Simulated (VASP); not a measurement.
# Cu (P6_3/mmc) in VASP: a series of runs

Runs on Cu. Level: HSE06. Tasks: single point.

All numbers are computed with VASP 6.6.1; they aren't measurements. Logs are shortened: lines on timing, memory, paths and dates and some standing lists are left out, and cuts for length are marked.

### 1 The cell of the first run

Symmetry: P6_3/mmc, No. 194, hexagonal system. Conventional cell: a = 2.551 Å, b = 2.551 Å, c = 4.140 Å, α = 90.00°, β = 90.00°, γ = 120.00°. Within 3.4 Å of Cu (site symmetry -6m2) lie 12 Cu at 2.54 to 2.55 Å.

This isn't the form of Cu at room conditions, which is fcc.

### 2 Single point, HSE06

POSCAR reads:

```
Cu
1.0
    2.5508792560      0.0000000000      0.0000000000
   -1.2754396280      2.2091262377      0.0000000000
    0.0000000000      0.0000000000      4.1398073633
Cu
2
Direct
    0.6666666667      0.3333333333      0.7500000000
    0.3333333333      0.6666666667      0.2500000000
```

INCAR.step1 reads:

```
SYSTEM = Cu
PREC = Accurate ; ENCUT = 520
EDIFF = 1E-5 ; ISMEAR = -1
SIGMA = 0.05 ; LREAL = .FALSE.
LASPH = .TRUE. ; NELM = 80
ALGO = Normal ; ISIF = 2
LWAVE = .TRUE. ; LCHARG = .FALSE.
NBANDS = 18 ; GGA = PE
```

INCAR.step2 reads:

```
SYSTEM = Cu
PREC = Accurate ; ENCUT = 520
EDIFF = 1E-6 ; ISMEAR = -1
SIGMA = 0.05 ; LREAL = .FALSE.
LASPH = .TRUE. ; NELM = 80
ALGO = Normal ; ISIF = 2
LWAVE = .FALSE. ; LCHARG = .FALSE.
GGA = PE ; LHFCALC = .TRUE.
HFSCREEN = 0.2079 ; PRECFOCK = Normal
NBANDS = 18 ; ISTART = 1
```

KPOINTS reads:

```
Automatic mesh
0
G
  8 8 4
  0 0 0
```

Potentials or basis: VASP PAW PBE potentials, release 64 (Cu).

Started as:

```sh
cat potpaw_PBE.64/Cu/POTCAR > POTCAR
cp INCAR.step1 INCAR
mpirun -np 1 vasp_std > vasp.out
cp INCAR.step2 INCAR
mpirun -np 1 vasp_std > vasp.out
```

OUTCAR:

```text
SYSTEM = Cu
   PREC = Accurate
   ENCUT = 520
   EDIFF = 1E-6
   ISMEAR = -1
   LREAL = .FALSE.
   LASPH = .TRUE.
   NELM = 80
   ISIF = 2
   GGA = PE
   LHFCALC = .TRUE.
   HFSCREEN = 0.2079
   PRECFOCK = Normal
   ISTART = 1

 ion  position               nearest neighbor table
   1  0.667  0.333  0.750-   2 2.54   2 2.54   2 2.54   2 2.54   2 2.54   2 2.54
   2  0.333  0.667  0.250-   1 2.54   1 2.54   1 2.54   1 2.54   1 2.54   1 2.54

  LATTYP: Found a hexagonal cell.
 ALAT       =     2.5508792560
 C/A-ratio  =     1.6228942838

  Lattice vectors:

 A1 = (   2.5508792560,   0.0000000000,   0.0000000000)
 A2 = (  -1.2754396280,   2.2091262377,   0.0000000000)
 A3 = (   0.0000000000,   0.0000000000,   4.1398073633)

Analysis of symmetry for initial positions (statically):
=====================================================================
 Subroutine PRICEL returns:
 Original cell was already a primitive cell.

 Routine SETGRP: Setting up the symmetry group for a
 hexagonal supercell.

 Subroutine GETGRP returns: Found 24 space group operations
 (whereof 12 operations were pure point group operations)
 out of a pool of 24 trial point group operations.

The static configuration has the point symmetry D_3d.
 The point group associated with its full space group is D_6h.

Analysis of symmetry for dynamics (positions and initial velocities):
=====================================================================
 Subroutine PRICEL returns:
 Original cell was already a primitive cell.

 Routine SETGRP: Setting up the symmetry group for a
 hexagonal supercell.

 Subroutine GETGRP returns: Found 24 space group operations
 (whereof 12 operations were pure point group operations)
 out of a pool of 24 trial point group operations.

The dynamic configuration has the point symmetry D_3d.
 The point group associated with its full space group is D_6h.

 Subroutine INISYM returns: Found 24 space group operations
 (whereof 12 operations are pure point group operations),
 and found     1 'primitive' translations

----------------------------------------------------------------------------------------

                                     Primitive cell

  volume of cell :      23.3287

  direct lattice vectors                    reciprocal lattice vectors
     2.550879256  0.000000000  0.000000000     0.392021691  0.226333829  0.000000000
    -1.275439628  2.209126238  0.000000000     0.000000000  0.452667658  0.000000000
     0.000000000  0.000000000  4.139807363     0.000000000  0.000000000  0.241557134

  length of vectors
     2.550879256  2.550879256  4.139807363     0.452667658  0.452667658  0.241557134

  position of ions in fractional coordinates (direct lattice)
     0.666666667  0.333333333  0.750000000
     0.333333333  0.666666667  0.250000000

  ion indices of the primitive-cell ions
   primitive index   ion index
                 1           1
                 2           2

----------------------------------------------------------------------------------------

 KPOINTS: Automatic mesh

Automatic generation of k-mesh.
 Grid dimensions read from file:
 generate k-points for:    8    8    4

 Generating k-lattice:

  Cartesian coordinates                     Fractional coordinates (reciprocal lattice)
     0.049002711  0.028291729  0.000000000     0.125000000 -0.000000000  0.000000000
     0.000000000  0.056583457  0.000000000     0.000000000  0.125000000  0.000000000
     0.000000000  0.000000000  0.060389283     0.000000000  0.000000000  0.250000000

  Length of vectors
     0.056583457  0.056583457  0.060389283

  Shift w.r.t. Gamma in fractional coordinates (k-lattice)
     0.000000000  0.000000000  0.000000000

 Subroutine IBZKPT returns following result:
 ===========================================

 Found     30 irreducible k-points:

 Following reciprocal coordinates:
            Coordinates               Weight
  0.000000  0.000000  0.000000      1.000000
  0.125000 -0.000000  0.000000      6.000000
  0.250000 -0.000000  0.000000      6.000000
  0.375000  0.000000  0.000000      6.000000
  0.500000 -0.000000  0.000000      3.000000
  0.125000  0.125000  0.000000      6.000000
[... 16 lines left out ...]
  0.250000 -0.000000  0.500000      6.000000
  0.375000  0.000000  0.500000      6.000000
 [... further k-points ...]
   k-points           NKPTS =     30   k-points in BZ     NKDIM =    256   number of bands    NBANDS=     18
   number of dos      NEDOS =    301   number of ions     NIONS =      2
   total plane-waves  NPLWV =  12800
   dimension x,y,z NGX =    20 NGY =   20 NGZ =   32
   dimension x,y,z NGXF=    40 NGYF=   40 NGZF=   64
   ions per type =               2
   NGX,Y,Z   is equivalent  to a cutoff of  13.03, 13.03, 12.85 a.u.
   NGXF,Y,Z  is equivalent  to a cutoff of  26.07, 26.07, 25.70 a.u.
 SYSTEM =  Cu
   PREC   = accura    normal or accurate (medium, high low for compatibility)
   ISTART =      1    job   : 0-new  1-cont  2-samecut
   ICHARG =      0    charge: 1-file 2-atom 10-const
   ISPIN  =      1    spin polarized calculation?
   LNONCOLLINEAR =      F non collinear calculations
   LSORBIT =      F    spin-orbit coupling
   LASPH  =      T    aspherical Exc in radial PAW
   ENCUT  =  520.0 eV  38.22 Ry    6.18 a.u.   4.74  4.74  7.70*2*pi/ulx,y,z
   NELM   =     80;   NELMIN=  2; NELMDL=  0     # of ELM steps
   EDIFF  = 0.1E-05   stopping-criterion for ELM
   LREAL  =      F    real-space projection
   EDIFFG = 0.1E-04   stopping-criterion for IOM
   NSW    =      0    number of steps for IOM
   IBRION =     -1    ionic relax: 0-MD 1-quasi-New 2-CG
   NFREE  =      0    steps in history (QN), initial steepest desc. (CG)
   ISIF   =      2    stress and relaxation
   ISYM   =      3    0-nonsym 1-usesym 2-fastsym
   POTIM  = 0.5000    time-step for ionic-motion
   TEBEG  =    0.0;   TEEND  =   0.0 temperature during run
   PSTRESS=    0.0 pullay stress
   NELECT =      22.0000    total number of electrons
   NUPDOWN=      -1.0000    fix difference up-down
   EMIN   =  10.00;   EMAX   =-10.00  energy-range for DOS
   EFERMI =   0.00;   METHOD = LEGACY
   ISMEAR =    -1;   SIGMA  =   0.05  broadening in eV -4-tet -1-fermi 0-gaus
   EFERMI_NEDOS =   21; number of points for ismear=-14 and -15
   IALGO  =     38    algorithm
   IMIX   =      1    mixing-type and parameters
     AMIX     =   0.40;   BMIX     =  1.00
     AMIX_MAG =   1.60;   BMIX_MAG =  1.00
  volume/ion in A,a.u.               =      11.66        78.71
  Fermi-wavevector in a.u.,A,eV,Ry     =   1.605408  3.033782 35.066788  2.577336
  Thomas-Fermi vector in A             =   2.701759
   LORBIT       =      0    0 simple, 1 ext, 2 COOP (PROOUT), +10 PAW based schemes
   GGA     = PE    functional components
   LHFCALC =     T    Hartree Fock is set to
   PRECFOCK=normal    Normal, Fast or Accurate (Low or Medium for compatibility)
   ENCUT4O =  -1.0   cutoff for four orbital integrals eV
   NKREDX  =     1    reduce k-point grid by
   NKREDY  =     1    reduce k-point grid by
   NKREDZ  =     1    reduce k-point grid by
   AEXX    =    0.2500 exact exchange contribution
   HFSCREEN=    0.2079 screening length (either q_TF or 0.3 A-1)
   HFSCREENC=   0.2079 screening length for correlation (either q_TF or 0.3 A-1)
   ENCUTFOCK=  -1.0 apply spherical cutoff to Coloumb kernel
   IVDW    =     0    specifies the selected vdW correction
   LEPSILON=     F    determine dielectric tensor
   LRPA    =     F    only Hartree local field effects (RPA)
 non-spin polarized calculation
  energy-cutoff  :      520.00
  volume of cell :       23.33
 maximum number of plane-waves:       640
 NGX is ok and might be reduce to    20
  NGX = 16; NGY = 16; NGZ = 24

 number of electron      21.9999985 magnetization

 Free energy of the ion-electron system (eV)
  ---------------------------------------------------
  ext. energy  EPLUGINS =         0.00000000
  ---------------------------------------------------
  free energy    TOTEN  =        -7.23138589 eV

  energy without entropy =       -7.22051202  energy(sigma->0) =       -7.22594896

 E-fermi :   7.1423     XC(G=0): -10.3621

 val. band max:        7.0914439309   @ k =   0.1250   0.1250   0.2500
 cond. band min:       7.2521677319   @ k =   0.5000  -0.0000   0.0000
 fundamental gap:      0.1607238010
 Fermi energy:         7.1422683882

 k-point     1 :       0.0000    0.0000    0.0000
  band No.  band energies     occupation
      1      -2.9420      2.00000
      2       1.0076      2.00000
      3       3.0266      2.00000
      4       3.0666      2.00000
      5       3.0666      2.00000
      6       3.2902      2.00000
[... 10 lines left out ...]
     17      32.5522      0.00000
     18      32.5522      0.00000

 k-point     2 :       0.1250   -0.0000    0.0000
  band No.  band energies     occupation
      1      -2.3758      2.00000
      2       1.2805      2.00000
      3       2.7840      2.00000
      4       3.1827      2.00000
      5       3.2712      2.00000
      6       3.2872      2.00000
[... 10 lines left out ...]
     17      32.4837      0.00000
     18      33.7832      0.00000

 k-point     3 :       0.2500   -0.0000    0.0000
  band No.  band energies     occupation
      1      -0.8132      2.00000
      2       1.6929      2.00000
      3       2.4044      2.00000
      4       2.5985      2.00000
      5       3.0761      2.00000
      6       3.2185      2.00000
[... 10 lines left out ...]
     17      27.2946      0.00000
     18      29.8990      0.00000

 k-point     4 :       0.3750    0.0000    0.0000
  band No.  band energies     occupation
      1       0.8703      2.00000
      2       1.5575      2.00000
      3       1.8102      2.00000
      4       2.9707      2.00000
      5       3.0162      2.00000
      6       3.2329      2.00000
[... 375 lines left out ...]
      4       2.6205      2.00000
      5       3.0379      2.00000
      6       3.0379      2.00000
[... 10 lines left out ...]
     17      30.3426      0.00000
     18      30.3426      0.00000

 k-point    23 :       0.2500   -0.0000    0.5000
  band No.  band energies     occupation
      1       0.9014      2.00000
      2       0.9014      2.00000
      3       2.4038      2.00000
      4       2.4038      2.00000
      5       3.1265      2.00000
      6       3.1265      2.00000
[... 10 lines left out ...]
     17      27.6143      0.00000
     18      27.6143      0.00000

 k-point    24 :       0.3750    0.0000    0.5000
  band No.  band energies     occupation
      1       1.1959      2.00000
      2       1.1959      2.00000
      3       2.2416      2.00000
      4       2.2416      2.00000
      5       3.6801      2.00000
      6       3.6801      2.00000
[... 10 lines left out ...]
     17      25.7411      0.00000
     18      25.7411      0.00000

 [... further k-points ...]

------------------------ aborting loop because EDIFF is reached ----------------------------------------

  FORCE on cell =-STRESS in cart. coord.  units (eV):
  Direction    XX          YY          ZZ          XY          YZ          ZX
  --------------------------------------------------------------------------------------
  -------------------------------------------------------------------------------------
  Total        0.8153255      0.8153255      0.4920450      0.0000000      0.0000000      0.0000000
  in kB       55.9952301     55.9952301     33.7928512      0.0000000      0.0000000      0.0000000
  external PRESSURE =      48.5944371 kB  Pullay stress =       0.0000000 kB

 VOLUME and BASIS-vectors are now :
 -----------------------------------------------------------------------------
  energy-cutoff  :      520.00
  volume of cell :       23.33
      direct lattice vectors                 reciprocal lattice vectors
     2.550879256  0.000000000  0.000000000     0.392021691  0.226333829  0.000000000
    -1.275439628  2.209126238  0.000000000     0.000000000  0.452667658  0.000000000
     0.000000000  0.000000000  4.139807363     0.000000000  0.000000000  0.241557134

 POSITION                                       TOTAL-FORCE (eV/Angst)
 -----------------------------------------------------------------------------------
      1.27544      0.73638      3.10486        -0.000000      0.000000      0.000000
     -0.00000      1.47275      1.03495         0.000000     -0.000000      0.000000
 -----------------------------------------------------------------------------------
    total drift:                               -0.000000      0.000000      0.000000

  FREE ENERGIE OF THE ION-ELECTRON SYSTEM (eV)
  ---------------------------------------------------
  free  energy   TOTEN  =        -7.2313858945 eV

  energy  without entropy=       -7.2205120158  energy(sigma->0) =       -7.22594896
```

Wall time 2.7 h (1 thread of Oxide Virtual Turin-like, shared host); peak memory 0.22 GiB.

What came out:

| Item | Value |
| --- | --- |
| Free energy | -7.2314 eV |
| Pressure | 4.9 GPa |
| Band gap on the k mesh | zero (bands 11 and 12 overlap by 6.86 eV) |

Caveat: the k points lie up to 0.38 Å⁻¹ apart, too coarse for converged energies and pressures of a metal; the PAW data sets were made with another functional, which shifts forces and pressure a little.

### 3 Single point, HSE06

This run uses another cell than the first one, of 11.89 Å³/atom.

POSCAR reads:

```
Cu
1.0
    2.5674438712      0.0000000000      0.0000000000
   -1.2837219356      2.2234716153      0.0000000000
    0.0000000000      0.0000000000      4.1666899825
Cu
2
Direct
    0.6666666667      0.3333333333      0.7500000000
    0.3333333333      0.6666666667      0.2500000000
```

INCAR.step1 reads:

```
PREC = Accurate
ENCUT = 520
EDIFF = 1E-5
ISMEAR = -1
SIGMA = 0.05
LREAL = F
LASPH = T
NELM = 100
ALGO = Normal
ISIF = 2
LWAVE = T
LCHARG = F
GGA = PE
NBANDS = 18
```

INCAR.step2 reads:

```
PREC = Accurate
ENCUT = 520
EDIFF = 1E-6
ISMEAR = -1
SIGMA = 0.05
LREAL = F
LASPH = T
NELM = 100
ALGO = Normal
ISIF = 2
LWAVE = F
LCHARG = F
GGA = PE
LHFCALC = T
HFSCREEN = 0.2079
PRECFOCK = Normal
ISTART = 1
NBANDS = 18
```

KPOINTS reads:

```
Automatic mesh
0
Gamma
  8 8 4
```

Potentials or basis: VASP PAW PBE potentials, release 64 (Cu).

Started as:

```sh
cat potpaw_PBE.64/Cu/POTCAR > POTCAR
cp INCAR.step1 INCAR
mpirun -np 1 vasp_std > vasp.out
cp INCAR.step2 INCAR
mpirun -np 1 vasp_std > vasp.out
```

It took 71 min on 1 thread of Oxide Virtual Turin-like, shared host; peak memory 0.22 GiB.

Results (log left out):

* Free energy: -7.2425 eV
* Pressure: 2.1 GPa
* Band gap on the k mesh: zero (bands 11 and 12 overlap by 6.80 eV)

Stress tensor (GPa, compression positive):
```
2.77 0.00 0.00
0.00 2.77 0.00
0.00 0.00 0.76
```

Levels at points of the mesh, in eV from the Fermi level:
```tsv
k point	band 8	band 9	band 10	band 11	band 12	band 13	band 14	band 15
(0.00, 0.00, 0.00)	-3.54	-3.54	-2.63	-2.63	-0.52	4.90	22.71	23.49
(0.50, 0.00, 0.00)	-2.54	-2.51	-2.43	0.12	2.13	9.07	9.59	12.03
(0.00, 0.00, 0.50)	-4.07	-2.92	-2.92	-2.92	-2.92	14.17	14.17	23.44
(0.50, 0.00, 0.50)	-2.72	-2.46	-2.46	1.05	1.05	5.94	5.94	17.71
```

Caveat: the k points lie up to 0.38 Å⁻¹ apart, too coarse for converged energies and pressures of a metal; the PAW data sets were made with another functional, which shifts forces and pressure a little.

The gap in the log of VASP goes by the Fermi energy; the results here count the filled bands.